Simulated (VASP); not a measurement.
# MoS: single point with PBEsol

The system is MoS.

```
Mo S
1.0
     2.97064    0.00000    0.00000
     0.00000    2.97064    0.00000
     0.00000    0.00000    2.97064
Mo S
1 1
Direct
  0.00000 0.00000 0.00000
  0.50000 0.50000 0.50000
```

```yaml
Program: VASP 6.6.1
Task: single point
Functional: PBEsol
Potentials_or_basis: VASP PAW PBE potentials, release 64 (Mo_sv, S)
Cutoff: 520 eV
k_mesh: 14 × 14 × 14
Occupations: gaussian, width 0.1 eV
Spin: collinear spin
Starting_moments: "[3.5, 0.0] μB"
```

The pressure is 0.5 GPa and the band gap on the k mesh is zero (filled and empty bands overlap). The net moment is 0.00 μB per cell and the valence electrons inside the program's atomic spheres are Mo 12.53; S 3.62.

Levels at points of the mesh, in eV from the Fermi level:
Spin up:
```tsv
k point	band 8	band 9	band 10	band 11	band 12	band 13
(0.00, 0.00, 0.00)	-2.40	-2.40	-2.40	0.83	0.83	0.83
(0.50, 0.00, 0.00)	-4.41	-3.14	1.38	2.39	4.44	4.44
(0.50, 0.50, 0.00)	-3.71	-1.26	-1.26	-1.11	0.57	2.93
(0.50, 0.50, 0.50)	-8.64	3.08	3.08	3.27	3.27	3.27
```
Spin down:
```csv
k point,band 8,band 9,band 10,band 11,band 12,band 13
"(0.00, 0.00, 0.00)",-2.40,-2.40,-2.40,0.83,0.83,0.83
"(0.50, 0.00, 0.00)",-4.41,-3.14,1.38,2.39,4.44,4.44
"(0.50, 0.50, 0.00)",-3.71,-1.26,-1.26,-1.11,0.57,2.93
"(0.50, 0.50, 0.50)",-8.64,3.08,3.08,3.27,3.27,3.27
```

Wall time 110 s on 1 thread of Intel Xeon 8259CL, on a shared host, peak memory 0.22 GiB.

Caveat: the PAW data sets were made with another functional, which shifts forces and pressure a little.
